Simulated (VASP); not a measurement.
Wanted: the native input for a VASP 6.6.1 run.

```
Task                   : single point
Functional             : PBEsol
Potentials or basis    : VASP PAW PBE potentials, release 64 (Cu, N)
Cutoff                 : 600 eV
k mesh                 : 12 × 12 × 12
Occupations            : gaussian, width 0.1 eV
Spin                   : no spin polarisation
Dipole correction      : no
Further INCAR settings : ALGO = Normal; EDIFF = 1e-06; NBANDS = 27
```

The structure of Cu3N lies in POSCAR:

```
Cu3N
1.0
    3.7650243226      0.0000000000      0.0000000000
    0.0000000000      3.7650243226      0.0000000000
    0.0000000000      0.0000000000      3.7650243226
Cu N
3 1
Direct
    0.5000000000      0.0000000000      0.0000000000
    0.0000000000      0.5000000000      0.0000000000
    0.0000000000      0.0000000000      0.5000000000
    0.0000000000      0.0000000000      0.0000000000
```

These files were run (other wordings do the same):

INCAR

```
  PREC = Accurate
  ENCUT = 600
  EDIFF = 1E-6
  ISMEAR = 0
  SIGMA = 0.1
  LREAL = False
  LASPH = True
  NELM = 120
  ALGO = Normal
  ISIF = 2
  LWAVE = False
  LCHARG = False
  GGA = PS
  NBANDS = 27
  GGA_COMPAT = False
```

KPOINTS

```
Automatic mesh
0
Gamma
  12 12 12
```

Potentials or basis: VASP PAW PBE potentials, release 64 (Cu, N).

Launch:

```sh
$ cat potpaw_PBE.64/Cu/POTCAR potpaw_PBE.64/N/POTCAR > POTCAR
$ mpirun -np 1 vasp_std > vasp.out
```

Results of the run:

```json
{
  "Pressure": "0.8 GPa",
  "Band gap on the k mesh": "0.04 eV, indirect (least direct gap 0.59 eV)"
}
```

Caveat: the PAW data sets were made with another functional, which shifts forces and pressure a little.

Run time: 68 s on 1 thread of AMD EPYC 9R45 (Zen 5), on a shared host, peak memory 0.22 GiB.
